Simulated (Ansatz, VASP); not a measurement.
## Sb in VASP and in Ansatz

INCAR

```
ALGO = Normal
EDIFF = 1E-6
ENCUT = 520
GGA = PE
ISIF = 2
ISMEAR = -1
LASPH = True
LCHARG = True
LELF = True
LREAL = False
LVHAR = True
LWAVE = False
NBANDS = 8
NELM = 100
PREC = Accurate
SIGMA = 0.05
```

File KPOINTS:

```
k-points
0
Gamma
  12 12 12
```

POSCAR

```
Sb
1.0
    0.0000000000      2.3202653455      2.3202653455
    2.3202653455      0.0000000000      2.3202653455
    2.3202653455      2.3202653455      0.0000000000
Sb
1
Direct
    0.0000000000      0.0000000000      0.0000000000
```

Input for Ansatz:

```yaml
crystal:
  lattice:
    - [0.0, 2.3202653455, 2.3202653455]
    - [2.3202653455, 0.0, 2.3202653455]
    - [2.3202653455, 2.3202653455, 0.0]
  atoms:
    - { symbol: Sb, position: [0.0, 0.0, 0.0] }
kpoints:
  mp_grid: { grid: [12, 12, 12] }
  band_path:
    path:
      - [0.0, 0.0, 0.0]
      - [0.5, 0.0, 0.5]
      - [0.625, 0.25, 0.625]
      - [0.375, 0.375, 0.75]
      - [0.0, 0.0, 0.0]
      - [0.5, 0.5, 0.5]
      - [0.5, 0.25, 0.75]
      - [0.5, 0.0, 0.5]
    npoints: 5
scf:
  occupations: { method: fermi_dirac, width: 0.05 }
hamiltonian:
  xc: pbe
  pseudopotentials: { kind: all_electron, lapw: { basis_error: 0.001 } }
output:
  forces: true
  stress: true
  eigenvalues: true
```

Change from the starting cell: volume scaled by 1.02.

Alike in both runs: task single point; functional PBE; k mesh 12 × 12 × 12; occupations fermi-dirac, width 0.05 eV; no spin polarisation.

|  | VASP | Ansatz |
| --- | --- | --- |
| version | VASP 6.6.1 | Ansatz 0.2.0 |
| potentials or method | VASP PAW PBE potentials, release 64 (Sb), cutoff 520 eV | all-electron LAPW, scalar-relativistic |

Ansatz gave:

* pressure (GPa): 7.0

**Question.** Estimate VASP's values.

**Answer.** Pressure (GPa): 6.8.

Ansatz ran all-electron here, and VASP with PAW potentials.

Neither program's run includes spin-orbit coupling.
